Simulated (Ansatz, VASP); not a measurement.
## Two plane-wave programs on NbP

```
Nb P
1.0
    -1.67223    1.67223    5.72700
     1.67223   -1.67223    5.72700
     1.67223    1.67223   -5.72700
Nb P
2 2
Direct
  0.74997 0.74997 0.00000
  0.49997 0.99997 0.50000
  0.33265 0.33265 0.00000
  0.08265 0.58265 0.50000
```

Alike in both runs: functional PBE; k mesh 8 × 8 × 8; occupations gaussian, width 0.05 eV; no spin polarisation.

Ansatz relaxed the structure, and its values are those at the end. VASP's run is a single point on that final structure, the one shown.

```csv
,VASP,Ansatz
version,VASP 6.6.1,Ansatz 0.2.0
potentials or method,"VASP PAW PBE potentials, release 64 (Nb_sv, P), cutoff 520 eV","scalar-relativistic, plane waves, PAW"
valence electrons in the cell,36,36
```

```tsv
	VASP	Ansatz	Ansatz less VASP
gap on the k mesh at the Fermi level (eV)	none	none	-
pressure (GPa)	-0.4	0.0	+0.39
```

A gap of «none» marks a metal or a gap that the smearing closes.
